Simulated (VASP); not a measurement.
Input of a VASP 6.6.1 run:

INCAR

```
SYSTEM = TlBi
  ALGO = Normal
  EDIFF = 1E-6
  ENCUT = 520
  ISIF = 2
  ISMEAR = 0
  LASPH = .TRUE.
  LCHARG = .FALSE.
  LREAL = .FALSE.
  LWAVE = .FALSE.
  NBANDS = 21
  NELM = 60
  PREC = Accurate
  SIGMA = 0.1
```

KPOINTS

```
k-points
0
G
  5 5 5
  0 0 0
```

Contents of POSCAR:

```
TlBi
1.0
    3.9917090000      0.0000000000      0.0000000000
    0.0000000000      3.9917090000      0.0000000000
    0.0000000000      0.0000000000      3.9917090000
Tl Bi
1 1
Direct
    0.0000000000      0.0000000000      0.0100000000
    0.5000000000      0.5000000000      0.5000000000
```

Potentials or basis: VASP PAW LDA potentials, release 64 (Tl_d, Bi_d).

The run is started by

```sh
$ cat potpaw_LDA.64/Tl_d/POTCAR potpaw_LDA.64/Bi_d/POTCAR > POTCAR
$ mpirun -np 1 vasp_std > vasp.out
```

Question: What does it give for the largest force?

Answer: 0.029 eV/Å.

Question: Estimate the pressure.

Answer: -4.0 GPa.

Question: Predict the band gap on the k mesh.

Answer: Zero (bands 14 and 15 overlap by 2.86 eV).

Forces in eV/Å, atoms in the order of the input:
```
Tl   0.000  0.000 -0.029
Bi   0.000  0.000  0.029
```

Caveat: the cell stands under tension; spin-orbit coupling is left out, which moves the levels of the heavy elements.
